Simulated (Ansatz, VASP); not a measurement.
CrCd2: VASP beside Ansatz

```xyz
3
Lattice="4.8022 0.0000 0.0000 -2.4011 4.1588 0.0000 0.0000 0.0000 2.9962" Properties=species:S:1:pos:R:3 pbc="T T T"
Cr    0.0000    0.0000    0.0000
Cd    0.0000    2.7725    1.4981
Cd    2.4011    1.3863    1.4981
```

Alike in both runs: functional PBE; k mesh 6 × 6 × 6; occupations gaussian, width 0.1 eV; collinear spin.

Ansatz relaxed the structure, and its values are those at the end. VASP's run is a single point on that final structure, the one shown.

|  | VASP | Ansatz |
| --- | --- | --- |
| version | VASP 6.6.1 | Ansatz 0.2.0 |
| potentials or method | VASP PAW PBE potentials, release 64 (Cr_pv, Cd), cutoff 520 eV | scalar-relativistic, plane waves, PAW |
| valence electrons in the cell | 36 | 54 |

Ansatz gave:

```
gap on the k mesh at the Fermi level (eV)                     : none
pressure (GPa)                                                : 0.0
net moment per atom (μB)                                      : 1.33
size of the moment on the site where the two differ most (μB) : 3.79
```

**Question.** Which values does VASP return?

**Answer.** gap on the k mesh at the Fermi level (eV): none; pressure (GPa): 0.4; net moment per atom (μB): 1.33; size of the moment on the site where the two differ most (μB): 3.70.

Site moments also hang on the region over which each program counts them. A gap of «none» marks a metal or a gap that the smearing closes. VASP's potentials hold 36 valence electrons a cell and Ansatz's 54, so a difference there can come from the potentials and not from the codes.
